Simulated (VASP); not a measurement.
# Ru (P6_3/mmc) in VASP: further runs, part 2 of 2

VASP 6.6.1.

## Step 4: Relaxation of cell and atoms, BLYP+D4

This run uses another cell than the first one, of 13.57 Å³/atom.

INCAR reads:

```
SYSTEM = Ru
PREC = Accurate
ENCUT = 600
EDIFF = 1E-6
ISMEAR = -1
SIGMA = 0.05
LREAL = .FALSE.
LASPH = .TRUE.
NELM = 60
ALGO = Normal
ISIF = 3
LWAVE = .FALSE.
LCHARG = .FALSE.
GGA = B5
ALDAX = 1.0
AGGAX = 1.0
AGGAC = 1.0
ALDAC = 0.0
IVDW = 13
VDW_S6 = 1.0
VDW_S8 = 2.34076671
VDW_A1 = 0.44488865
VDW_A2 = 4.0933009
IBRION = 2
NSW = 80
EDIFFG = -0.01
```

KPOINTS reads:

```
regular mesh
0
G
  11 11 6
  0 0 0
```

POSCAR reads:

```
Ru
1.0
    2.7058000000      0.0000000000      0.0000000000
   -1.3529000000      2.3432915376      0.0000000000
    0.0000000000      0.0000000000      4.2819000000
Ru
2
Direct
    0.6666666667      0.3333333333      0.7500000000
    0.3333333333      0.6666666667      0.2500000000
```

Potentials or basis: VASP PAW PBE potentials, release 64 (Ru_pv).

The run is started by

```console
$ cat potpaw_PBE.64/Ru_pv/POTCAR > POTCAR
$ mpirun -np 1 vasp_std > vasp.out
```

OUTCAR:

```text
SYSTEM = Ru
   PREC = Accurate
   ENCUT = 600
   EDIFF = 1E-6
   ISMEAR = -1
   LREAL = .FALSE.
   LASPH = .TRUE.
   NELM = 60
   ISIF = 3
   GGA = B5
   IVDW = 13
   IBRION = 2
   NSW = 80
   EDIFFG = -0.01

 ion  position               nearest neighbor table
   1  0.667  0.333  0.750-   2 2.65   2 2.65   2 2.65   2 2.65   2 2.65   2 2.65
   2  0.333  0.667  0.250-   1 2.65   1 2.65   1 2.65   1 2.65   1 2.65   1 2.65

  LATTYP: Found a hexagonal cell.
 ALAT       =     2.7058000000
 C/A-ratio  =     1.5824894671

  Lattice vectors:

 A1 = (   2.7058000000,   0.0000000000,   0.0000000000)
 A2 = (  -1.3529000000,   2.3432915376,   0.0000000000)
 A3 = (   0.0000000000,   0.0000000000,   4.2819000000)

Analysis of symmetry for initial positions (statically):
=====================================================================
 Subroutine PRICEL returns:
 Original cell was already a primitive cell.

 Routine SETGRP: Setting up the symmetry group for a
 hexagonal supercell.

 Subroutine GETGRP returns: Found 24 space group operations
 (whereof 12 operations were pure point group operations)
 out of a pool of 24 trial point group operations.

The static configuration has the point symmetry D_3d.
 The point group associated with its full space group is D_6h.

Analysis of symmetry for dynamics (positions and initial velocities):
=====================================================================
 Subroutine PRICEL returns:
[... 146 lines left out ...]
 NGX is ok and might be reduce to    24
   NGX = 11   NGY = 11   NGZ = 17

--------------------------------------- Ionic step        1  -------------------------------------------

 number of electron      28.0000002 magnetization

 Free energy of the ion-electron system (eV)
  ---------------------------------------------------
  ext. energy  EPLUGINS =         0.00000000
  ---------------------------------------------------
  free energy    TOTEN  =       -15.74513932 eV

  energy without entropy =      -15.72846245  energy(sigma->0) =      -15.73680088

------------------------ aborting loop because EDIFF is reached ----------------------------------------

  DFT-D4 for vdW energy calculation

  Edisp (eV):   -2.01898
[... 231 lines left out ...]
--------------------------------------- Ionic step        7  -------------------------------------------

 number of electron      28.0000005 magnetization

 Free energy of the ion-electron system (eV)
  ---------------------------------------------------
  ext. energy  EPLUGINS =         0.00000000
  ---------------------------------------------------
  free energy    TOTEN  =       -15.80876770 eV

  energy without entropy =      -15.79154340  energy(sigma->0) =      -15.80015555

 E-fermi :  12.8849     XC(G=0): -13.3044

 val. band max:       12.8434165948   @ k =   0.2727   0.0000   0.0000
 cond. band min:      12.8910723360   @ k =   0.2727   0.1818   0.0000
 fundamental gap:      0.0476557412
 Fermi energy:        12.8848846468

 k-point     1 :       0.0000    0.0000    0.0000
  band No.  band energies     occupation
      1     -30.4733      2.00000
      2     -29.6038      2.00000
      3     -29.6038      2.00000
      4     -29.4428      2.00000
      5     -29.4428      2.00000
      6     -29.4031      2.00000
[... 481 lines left out ...]
      5     -29.5289      2.00000
      6     -29.4973      2.00000
[... 10 lines left out ...]
     17      14.3744      0.00000
     18      18.5452      0.00000

 [... further k-points ...]

------------------------ aborting loop because EDIFF is reached ----------------------------------------

  DFT-D4 for vdW energy calculation

  Edisp (eV):   -1.97122
[... 25 lines left out ...]
  FREE ENERGIE OF THE ION-ELECTRON SYSTEM (eV)
  ---------------------------------------------------
  free  energy   TOTEN  =       -17.7799861451 eV

  energy  without entropy=      -17.7627618475  energy(sigma->0) =      -17.77137400

 reached required accuracy - stopping structural energy minimisation
```

OSZICAR:

```text
N       E                     dE             d eps       ncg     rms          rms(c)
DAV:   1     0.311317201894E+03    0.31132E+03   -0.19512E+04  2304   0.192E+03
DAV:   2    -0.939218644300E+01   -0.32071E+03   -0.31503E+03  2458   0.524E+02
[... 51 lines left out ...]
   6 F= -.17779985E+02 E0= -.17771370E+02  d E =-.213119E-04
       N       E                     dE             d eps       ncg     rms          rms(c)
DAV:   1    -0.158088204392E+02   -0.84928E-05   -0.19620E-03  2330   0.387E-01    0.450E-02
DAV:   2    -0.158087766951E+02    0.43744E-04   -0.64118E-05  2322   0.743E-02    0.187E-02
DAV:   3    -0.158087676659E+02    0.90293E-05   -0.29880E-05  2704   0.377E-02    0.326E-03
DAV:   4    -0.158087676987E+02   -0.32847E-07   -0.85731E-07  1210   0.113E-02
   7 F= -.17779986E+02 E0= -.17771374E+02  d E =-.226881E-04
```

CONTCAR:

```text
Ru
   1.00000000000000
     2.7284282402371725   -0.0000000000000000    0.0000000000000000
    -1.3642141201185862    2.3628881684893344    0.0000000000000000
    -0.0000000000000000    0.0000000000000000    4.3133478955095725
  Ru
     2
Direct
     0.6666666667000030    0.3333333332999970    0.7500000000000000
     0.3333333332999970    0.6666666667000030    0.2500000000000000

  0.00000000E+00  0.00000000E+00  0.00000000E+00
  0.00000000E+00  0.00000000E+00  0.00000000E+00
```

It took 3.5 min on 1 thread of Intel Xeon 8259CL, shared host; peak memory 0.18 GiB.

What came out:

```yaml
Free_energy: -17.7800 eV
Relaxed_volume: 13.90 Å³/atom
Relaxed_cell: a = 2.728 Å, b = 2.728 Å, c = 4.313 Å, α = 90.00°, β = 90.00°, γ = 120.00°
Space_group_after_relaxing_to_0.1_Å: P6_3/mmc (No. 194)
Energy_gained_by_relaxing: 7.9 meV/atom
Ionic_steps: 7
Pressure_after_relaxing: 0.1 GPa
Band_gap_on_the_k_mesh: zero (bands 14 and 15 overlap by 2.95 eV)
Dispersion_energy_per_atom: -0.986 eV
```

Step by step:
```
step  energy change (eV)  largest force (eV/Å)  pressure (GPa)  volume (Å³)
   1              0.0000                0.0000            7.76        27.15
   2              0.1020                0.0000          -17.62        29.82
   3             -0.0158                0.0000           -0.18        27.84
   4             -0.0158                0.0000           -0.03        27.82
   5             -0.0158                0.0000            0.12        27.81
   6             -0.0159                0.0000            0.11        27.81
   7             -0.0159                0.0000            0.10        27.81
```

Final structure:
```xyz
2
Lattice="2.7284 0.0000 0.0000 -1.3642 2.3629 0.0000 0.0000 0.0000 4.3133" Properties=species:S:1:pos:R:3 pbc="T T T"
Ru    1.3642    0.7876    3.2350
Ru    0.0000    1.5753    1.0783
```

Levels at points of the mesh, in eV from the Fermi level:
```csv
k point,band 12,band 13,band 14,band 15,band 16,band 17
"(0.00, 0.00, 0.00)",-1.80,-1.80,-1.31,-1.31,1.19,1.19
"(0.00, 0.00, 0.50)",-2.61,-2.48,-2.48,0.56,0.56,0.56
```

Caveat: the PAW data sets were made with another functional, which shifts forces and pressure a little. Zero-point motion and thermal expansion aren't in these numbers.

## Step 5: Relaxation of cell and atoms, PBEsol

This run uses another cell than the first one, of 13.57 Å³/atom.

INCAR reads:

```
SYSTEM = Ru
ALGO = Normal
EDIFF = 1E-7
EDIFFG = -0.005
ENCUT = 600
GGA = PS
IBRION = 2
ISIF = 3
ISMEAR = -1
LASPH = .TRUE.
LCHARG = .FALSE.
LREAL = .FALSE.
LWAVE = .FALSE.
NELM = 100
NSW = 80
PREC = Accurate
SIGMA = 0.05
```

KPOINTS reads:

```
k-points
0
G
  11 11 6
  0 0 0
```

POSCAR is that of step 4.

The run is started by

```console
$ cat potpaw_PBE.64/Ru_pv/POTCAR > POTCAR
$ mpirun -np 1 vasp_std > vasp.out
```

Wall time 2.7 min (1 thread of Intel Xeon 8259CL, shared host); peak memory 0.18 GiB.

Results (log left out):

| Property | Result |
| --- | --- |
| Free energy | -20.3393 eV |
| Relaxed volume | 13.32 Å³/atom |
| Relaxed cell | a = 2.689 Å, b = 2.689 Å, c = 4.254 Å, α = 90.00°, β = 90.00°, γ = 120.00° |
| Space group after relaxing (to 0.1 Å) | P6_3/mmc (No. 194) |
| Energy gained by relaxing | 5.1 meV/atom |
| Ionic steps | 7 |
| Pressure after relaxing | 0.0 GPa |
| Band gap on the k mesh | zero (bands 14 and 15 overlap by 3.17 eV) |

The path:
```
step  energy change (eV)  largest force (eV/Å)  pressure (GPa)  volume (Å³)
   1              0.0000                0.0000           -6.32        27.15
   2              0.0992                0.0000           24.05        25.10
   3             -0.0102                0.0000           -0.17        26.65
   4             -0.0102                0.0000           -0.01        26.64
   5             -0.0102                0.0000            0.12        26.63
   6             -0.0102                0.0000           -0.31        26.66
   7             -0.0102                0.0000           -0.02        26.64
```

Final structure:
```xyz
2
Lattice="2.6892 0.0000 0.0000 -1.3446 2.3289 0.0000 0.0000 0.0000 4.2540" Properties=species:S:1:pos:R:3 pbc="T T T"
Ru    1.3446    0.7763    3.1905
Ru    0.0000    1.5526    1.0635
```

Levels at points of the mesh, in eV from the Fermi level:
```csv
k point,band 10,band 11,band 12,band 13,band 14,band 15,band 16,band 17,band 18
"(0.00, 0.00, 0.00)",-2.61,-2.43,-1.90,-1.90,-1.36,-1.36,1.30,1.30,1.33
"(0.00, 0.00, 0.50)",-2.78,-2.78,-2.78,-2.73,-2.73,0.64,0.64,0.64,0.64
```

Caveat: the PAW data sets were made with another functional, which shifts forces and pressure a little.

## Step 6: Overview

| task | level | cell | cutoff (eV) | gap on the mesh (eV) | pressure (GPa) | relaxed volume (Å³/atom) |
| --- | --- | --- | --- | --- | --- | --- |
| single point | PBE+D3(BJ) | a = 2.697, b = 2.697, c = 4.269 Å, angles 90.0, 90.0, 120.0°, 2 atoms | 520 | none | 0.0 | - |
| single point | BLYP+D4 | a = 2.727, b = 2.727, c = 4.310 Å, angles 90.0, 90.0, 120.0°, 2 atoms | 520 | none | 0.7 | - |
| relaxation of cell and atoms | BLYP+D4 | relaxed from a = 2.706, b = 2.706, c = 4.282 Å, angles 90.0, 90.0, 120.0°, 2 atoms | 600 | none | 0.1 | 13.90 |
| relaxation of cell and atoms | PBEsol | relaxed from a = 2.706, b = 2.706, c = 4.282 Å, angles 90.0, 90.0, 120.0°, 2 atoms | 600 | none | 0.0 | 13.32 |

Alike in all rows: potentials or basis VASP PAW PBE potentials, release 64 (Ru_pv); no spin polarisation; k mesh 11 × 11 × 6; smearing fermi-dirac 0.05 eV.

Caveats: the PAW data sets were made with another functional, which shifts forces and pressure a little (at least some runs).

Absolute energies hang on the potentials; compare differences alone.
